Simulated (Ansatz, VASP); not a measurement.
# Ti3Si: VASP beside Ansatz

```xyz
4
Lattice="0.0000 3.1080 3.1080 3.1080 0.0000 3.1080 3.1080 3.1080 0.0000" Properties=species:S:1:pos:R:3 pbc="T T T"
Ti    4.6620    4.6620    4.6620
Ti    1.5540    1.5540    1.5540
Ti    0.0000    0.0000    0.0000
Si    3.1080    3.1080    3.1080
```

Alike in both runs: functional PBEsol; k mesh 12 × 12 × 12; occupations gaussian, width 0.1 eV; collinear spin.

Ansatz relaxed the structure, and its values are those at the end. VASP's run is a single point on that final structure, the one shown.

|  | VASP | Ansatz |
| --- | --- | --- |
| version | VASP 6.6.1 | Ansatz 0.2.0 |
| potentials or method | VASP PAW PBE potentials, release 64 (Ti_sv, Si), cutoff 520 eV | scalar-relativistic, plane waves, PAW |
| valence electrons in the cell | 40 | 40 |

|  | VASP | Ansatz | Ansatz less VASP |
| --- | --- | --- | --- |
| gap on the k mesh at the Fermi level (eV) | none | none | - |
| pressure (GPa) | -0.1 | 0.0 | +0.08 |
| net moment per atom (μB) | 0.35 | 0.35 | 0.000 |
| size of the moment on the site where the two differ most (μB) | 0.75 | 0.72 | -0.024 |

VASP's potentials were made for PBE, not for PBEsol. Site moments also hang on the region over which each program counts them. A gap of «none» marks a metal or a gap that the smearing closes.
